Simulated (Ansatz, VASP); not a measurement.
# Two plane-wave programs on Al36O

```
CELL_PARAMETERS angstrom
0.00000 6.05839 6.05839
6.05839 0.00000 6.05839
8.07786 8.07786 0.00000
ATOMIC_POSITIONS crystal
Al 0.00186 0.00233 0.99417
Al 0.00243 0.00292 0.24363
Al 0.00168 0.00209 0.49464
Al 0.00198 0.00245 0.74425
Al 0.00010 0.33357 0.99734
Al 0.00379 0.33585 0.24227
Al 0.00214 0.33498 0.49425
Al 0.00168 0.33361 0.74515
Al 0.00081 0.67028 0.99478
Al 0.00292 0.66970 0.24260
Al 0.00012 0.67062 0.49250
Al 0.99984 0.67131 0.74600
Al 0.33308 0.00052 0.99736
Al 0.33538 0.00434 0.24221
Al 0.33452 0.00260 0.49424
Al 0.33316 0.00211 0.74517
Al 0.33630 0.33678 0.99391
Al 0.33592 0.33636 0.24130
Al 0.32941 0.32990 0.48994
Al 0.32794 0.32830 0.75962
Al 0.33395 0.67035 0.99307
Al 0.33304 0.66988 0.24435
Al 0.33046 0.68650 0.48949
Al 0.33374 0.67110 0.74412
Al 0.66984 0.00129 0.99475
Al 0.66924 0.00339 0.24259
Al 0.67014 0.00060 0.49252
Al 0.67090 0.00023 0.74599
Al 0.66989 0.33441 0.99310
Al 0.66944 0.33350 0.24440
Al 0.68603 0.33085 0.48965
Al 0.67059 0.33425 0.74415
Al 0.66890 0.66932 0.99490
Al 0.67005 0.67051 0.24373
Al 0.67032 0.67082 0.49197
Al 0.66885 0.66931 0.74297
O 0.41801 0.41849 0.55809
```

Alike in both runs: task single point; functional PBE; k mesh 4 × 4 × 3; occupations methfessel-paxton of order 1, width 0.1 eV; no spin polarisation.

|  | VASP | Ansatz |
| --- | --- | --- |
| version | VASP 6.6.1 | Ansatz 0.2.0 |
| potentials or method | VASP PAW PBE potentials, release 64 (Al, O), cutoff 520 eV | plane-wave PAW DFT |
| valence electrons in the cell | 114 | 114 |

|  | VASP | Ansatz | Ansatz less VASP |
| --- | --- | --- | --- |
| rms of the force components (eV/Å) | 0.072 | 0.071 | -0.0010 |

Atom by atom the forces differ by 0.002 eV/Å (rms over components).
